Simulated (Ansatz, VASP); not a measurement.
Si5Mo in VASP and in Ansatz

```
CELL_PARAMETERS angstrom
2.75471 0.00000 0.00000
-1.37736 2.38565 0.00000
0.00000 0.00000 13.38993
ATOMIC_POSITIONS crystal
Si 0.66667 0.33333 0.83533
Si 0.00000 0.00000 0.66764
Si 0.66667 0.33333 0.50000
Si 0.00000 0.00000 0.33236
Si 0.66667 0.33333 0.16467
Mo 0.00000 0.00000 0.00000
```

Change from the starting cell: species swapped into the MgCd5 type (P-6m2, No. 187).

Alike in both runs: task relaxation of cell and atoms; functional PBE; k mesh 6 × 6 × 2; occupations gaussian, width 0.1 eV; no spin polarisation.

|  | VASP | Ansatz |
| --- | --- | --- |
| version | VASP 6.6.1 | Ansatz 0.2.0 |
| potentials or method | VASP PAW PBE potentials, release 64 (Si, Mo_sv), cutoff 600 eV | scalar-relativistic, plane waves, PAW |
| valence electrons in the cell | 34 | 34 |

|  | VASP | Ansatz | Ansatz less VASP |
| --- | --- | --- | --- |
| gap on the k mesh at the Fermi level, each at its own relaxed structure (eV) | none | none | - |
| relaxed volume (Å³/atom) | 14.91 | 14.90 | -0.016 |
| relaxed length of the cell vector where the two differ most in proportion (Å) | 2.951 | 2.949 | -0.0019 |

A gap of «none» marks a metal or a gap that the smearing closes.

The k mesh is coarse, so the values compare programs but aren't converged.
